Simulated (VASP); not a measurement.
# Al (Fm-3m) in VASP: further runs, part 2 of 2

VASP 6.6.1.

**3. Single point, PBEsol**

This run uses another cell than the first one, of 16.18 Å³/atom, 0.987 times its volume.

INCAR

```
PREC = Accurate
ENCUT = 520
EDIFF = 1E-6
ISMEAR = 0
SIGMA = 0.05
LREAL = False
LASPH = True
NELM = 80
ALGO = Normal
ISIF = 2
LWAVE = False
LCHARG = False
GGA = PS
NBANDS = 8
```

KPOINTS

```
regular mesh
0
Gamma
  18 18 18
```

POSCAR

```
Al
1.0
    0.0000000000      2.0074813894      2.0074813894
    2.0074813894      0.0000000000      2.0074813894
    2.0074813894      2.0074813894      0.0000000000
Al
1
Direct
    0.0000000000      0.0000000000      0.0000000000
```

Potentials or basis: VASP PAW PBE potentials, release 64 (Al).

Run with:

```
$ cat potpaw_PBE.64/Al/POTCAR > POTCAR
$ mpirun -np 1 vasp_std > vasp.out
```

OUTCAR:

```text
PREC = Accurate
   ENCUT = 520
   EDIFF = 1E-6
   ISMEAR = 0
   LREAL = False
   LASPH = True
   NELM = 80
   ISIF = 2
   GGA = PS

 ion  position               nearest neighbor table
   1  0.000  0.000  0.000-

  LATTYP: Found a face centered cubic cell.
 ALAT       =     4.0149627788

  Lattice vectors:

 A1 = (   0.0000000000,   2.0074813894,   2.0074813894)
 A2 = (   2.0074813894,   0.0000000000,   2.0074813894)
 A3 = (   2.0074813894,   2.0074813894,   0.0000000000)

Analysis of symmetry for initial positions (statically):
=====================================================================
 Subroutine PRICEL returns:
 Original cell was already a primitive cell.

 Routine SETGRP: Setting up the symmetry group for a
 face centered cubic supercell.

 Subroutine GETGRP returns: Found 48 space group operations
 (whereof 48 operations were pure point group operations)
 out of a pool of 48 trial point group operations.

The static configuration has the point symmetry O_h .

Analysis of symmetry for dynamics (positions and initial velocities):
=====================================================================
 Subroutine PRICEL returns:
[... 155 lines left out ...]

 E-fermi :   8.1441     XC(G=0): -10.3284

 val. band max:        8.1311425020   @ k =  -0.2778   0.2778   0.0556
 cond. band min:       8.1541504459   @ k =  -0.4444   0.3333   0.1111
 fundamental gap:      0.0230079439
 Fermi energy:         8.1441495254

 k-point     1 :       0.0000    0.0000    0.0000
  band No.  band energies     occupation
      1      -3.1105      2.00000
      2      20.8586      0.00000
      3      20.8586      0.00000
      4      20.8586      0.00000
      5      22.4991      0.00000
      6      22.4991      0.00000
      7      22.4991      0.00000
      8      24.7825      0.00000
[... 243 lines left out ...]
 k-point    24 :      -0.2222    0.0556    0.0000
  band No.  band energies     occupation
      1      -1.4488      2.00000
      2      12.0333      0.00000
      3      17.5469      0.00000
      4      20.4259      0.00000
      5      22.1850      0.00000
      6      23.2677      0.00000
      7      23.7101      0.00000
      8      25.9213      0.00000

 [... further k-points ...]
[... 5 lines left out ...]
  --------------------------------------------------------------------------------------
  -------------------------------------------------------------------------------------
  Total        0.0044974      0.0044974      0.0044974     -0.0000000      0.0000000      0.0000000
  in kB        0.4453337      0.4453337      0.4453337     -0.0000000      0.0000000      0.0000000
  external PRESSURE =       0.4453337 kB  Pullay stress =       0.0000000 kB

 VOLUME and BASIS-vectors are now :
 -----------------------------------------------------------------------------
  energy-cutoff  :      520.00
  volume of cell :       16.18
      direct lattice vectors                 reciprocal lattice vectors
     0.000000000  2.007481389  2.007481389    -0.249068311  0.249068311  0.249068311
     2.007481389  0.000000000  2.007481389     0.249068311 -0.249068311  0.249068311
     2.007481389  2.007481389  0.000000000     0.249068311  0.249068311 -0.249068311

 POSITION                                       TOTAL-FORCE (eV/Angst)
 -----------------------------------------------------------------------------------
      0.00000      0.00000      0.00000         0.000000      0.000000      0.000000
 -----------------------------------------------------------------------------------
    total drift:                                0.000000     -0.000000     -0.000000

  FREE ENERGIE OF THE ION-ELECTRON SYSTEM (eV)
  ---------------------------------------------------
  free  energy   TOTEN  =        -4.0893841304 eV

  energy  without entropy=       -4.0883011897  energy(sigma->0) =       -4.08884266
```

It took 6.2 s on 1 thread of Intel Xeon 6975P-C (Granite Rapids), shared host; peak memory 0.14 GiB.

What came out:

| Item | Value |
| --- | --- |
| Free energy | -4.0894 eV |
| Pressure | 0.0 GPa |

Levels at points of the mesh, in eV from the Fermi level:
```csv
k point,band 1,band 2,band 3,band 4,band 5
"(0.00, 0.00, 0.00)",-11.25,12.71,12.71,12.71,14.35
"(0.50, 0.00, 0.00)",-4.66,-4.39,11.54,11.54,11.61
"(0.50, 0.50, 0.00)",-2.96,-1.60,5.27,5.69,5.69
```

Caveat: the PAW data sets were made with another functional, which shifts forces and pressure a little.

**4. Single point, PBEsol**

This run uses another cell than the first one, of 16.18 Å³/atom, 0.987 times its volume.

INCAR

```
SYSTEM = Al
  PREC = Accurate
  ENCUT = 500
  EDIFF = 1E-6
  ISMEAR = 0
  SIGMA = 0.05
  LREAL = .False.
  LASPH = .True.
  NELM = 120
  ALGO = Normal
  ISIF = 2
  LWAVE = .False.
  LCHARG = .False.
  GGA = PS
  NBANDS = 8
  GGA_COMPAT = .False.
```

KPOINTS

```
Automatic mesh
0
Gamma
  18 18 18
  0 0 0
```

POSCAR is that of step 3.

Run with:

```
$ cat potpaw_PBE.64/Al/POTCAR > POTCAR
$ mpirun -np 1 vasp_std > vasp.out
```

Run time: 32 s. Hardware: 1 thread of AMD EPYC 7R13, shared host; peak memory 0.11 GiB.

The run converged. Its results:

```yaml
Free_energy: -4.0894 eV
Pressure: 0.0 GPa
```

Levels at points of the mesh, in eV from the Fermi level:
```tsv
k point	band 1	band 2	band 3	band 4	band 5
(0.00, 0.00, 0.00)	-11.25	12.71	12.71	12.71	14.35
(0.50, 0.00, 0.00)	-4.66	-4.39	11.54	11.54	11.61
(0.50, 0.50, 0.00)	-2.96	-1.60	5.27	5.69	5.69
```

Caveat: the PAW data sets were made with another functional, which shifts forces and pressure a little.

**5. Single point, PBEsol**

This run uses another cell than the first one, of 16.61 Å³/atom, 1.013 times its volume.

INCAR

```
ALGO = Normal
EDIFF = 1E-6
ENCUT = 500
GGA = PS
GGA_COMPAT = False
ISIF = 2
ISMEAR = 0
LASPH = True
LCHARG = True
LELF = True
LREAL = False
LVHAR = True
LWAVE = False
NBANDS = 8
NELM = 120
PREC = Accurate
SIGMA = 0.05
```

KPOINTS

```
k-points
0
Gamma
  18 18 18
```

POSCAR

```
Al
1.0
    0.0000000000      2.0250000000      2.0250000000
    2.0250000000      0.0000000000      2.0250000000
    2.0250000000      2.0250000000      0.0000000000
Al
1
Direct
    0.0000000000      0.0000000000      0.0000000000
```

Run with:

```
$ cat potpaw_PBE.64/Al/POTCAR > POTCAR
$ mpirun -np 1 vasp_std > vasp.out
```

Wall time 39 s (1 thread of AMD EPYC 7R13, shared host); peak memory 0.11 GiB.

It converged, with:

```yaml
Free_energy: -4.0869 eV
Pressure: -1.9 GPa
```

Levels at points of the mesh, in eV from the Fermi level:
```csv
k point,band 1,band 2,band 3,band 4,band 5,band 6
"(0.00, 0.00, 0.00)",-11.07,12.57,12.57,12.57,14.02,14.02
"(0.50, 0.00, 0.00)",-4.56,-4.35,11.34,11.34,11.42,11.42
"(0.50, 0.50, 0.00)",-2.89,-1.59,5.26,5.57,5.57,9.01
```

Caveat: the PAW data sets were made with another functional, which shifts forces and pressure a little.

**6. Summary**

| cell | cutoff (eV) | gap on the mesh (eV) | pressure (GPa) |
| --- | --- | --- | --- |
| a = 2.851 Å, angles 60.0°, 1 atom | 520 | none | -0.9 |
| a = 2.839 Å, angles 60.0°, 1 atom | 520 | none | 0.0 |
| a = 2.839 Å, angles 60.0°, 1 atom | 500 | none | 0.0 |
| a = 2.864 Å, angles 60.0°, 1 atom | 500 | none | -1.9 |

Alike in all rows: task single point; level PBEsol; potentials or basis VASP PAW PBE potentials, release 64 (Al); no spin polarisation; k mesh 18 × 18 × 18; smearing gaussian 0.05 eV.

Caveats: the PAW data sets were made with another functional, which shifts forces and pressure a little.

Absolute energies hang on the potentials; compare differences alone.
